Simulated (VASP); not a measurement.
Here is a VASP 6.6.1 calculation.

File INCAR:

```
SYSTEM = Cu
PREC = Accurate ; ENCUT = 520
EDIFF = 1E-8 ; ISMEAR = -1
SIGMA = 0.08 ; LREAL = .FALSE.
LASPH = .TRUE. ; NELM = 100
ALGO = Normal ; ISIF = 2
LWAVE = .FALSE. ; LCHARG = .FALSE.
GGA = PS ; LEFG = .TRUE.
NBANDS = 12
```

KPOINTS

```
Automatic mesh
0
G
  19 19 19
  0 0 0
```

The input POSCAR:

```
Cu
1.0
    0.0000000000      1.8075000000      1.8075000000
    1.8075000000      0.0000000000      1.8075000000
    1.8075000000      1.8075000000      0.0000000000
Cu
1
Direct
    0.0000000000      0.0000000000      0.0000000000
```

Potentials or basis: VASP PAW PBE potentials, release 64 (Cu).

Launch:

```bash
$ cat potpaw_PBE.64/Cu/POTCAR > POTCAR
$ mpirun -np 1 vasp_std > vasp.out
```

(1) What does it give for the pressure?

Results:

(1) -5.8 GPa.

Caveat: without QUAD_EFG the Cq values of the log hold for a quadrupole moment of 1 mb, not for the nuclei; the PAW data sets were made with another functional, which shifts forces and pressure a little.
